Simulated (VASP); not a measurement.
A run of VASP 6.6.1:

Contents of INCAR:

```
SYSTEM = CaHg
PREC = Accurate ; ENCUT = 520
EDIFF = 1E-6 ; ISMEAR = 1
SIGMA = 0.15 ; LREAL = .False.
LASPH = .True. ; NELM = 150
ALGO = Normal ; ISIF = 2
LWAVE = .False. ; LCHARG = .True.
ISPIN = 2 ; MAGMOM = 0 0
LORBIT = 11 ; GGA = CA
LELF = .True. ; LVHAR = .True.
NBANDS = 22
```

KPOINTS

```
Automatic mesh
0
Gamma
  6 6 6
  0 0 0
```

The input POSCAR:

```
CaHg
1.0
    3.7546550000      0.0000000000      0.0000000000
    0.0000000000      3.7546550000      0.0000000000
    0.0000000000      0.0000000000      3.7546550000
Ca Hg
1 1
Direct
    0.0000000000      0.0000000000      0.0000000000
    0.5000000000      0.5000000000      0.5000000000
```

Potentials or basis: VASP PAW LDA potentials, release 64 (Ca_sv, Hg).

Command:

```bash
$ cat potpaw_LDA.64/Ca_sv/POTCAR potpaw_LDA.64/Hg/POTCAR > POTCAR
$ mpirun -np 1 vasp_std > vasp.out
```

Hardware: 1 thread of Intel(R) Xeon(R) Platinum 8488C (Sapphire Rapids) (shared host).

Problem. How long does it take, and how much memory?

Solution. Run time: 17 s on 1 thread of Intel(R) Xeon(R) Platinum 8488C (Sapphire Rapids), on a shared host, peak memory 0.17 GiB. Counts: scf iterations 11, k points 20.
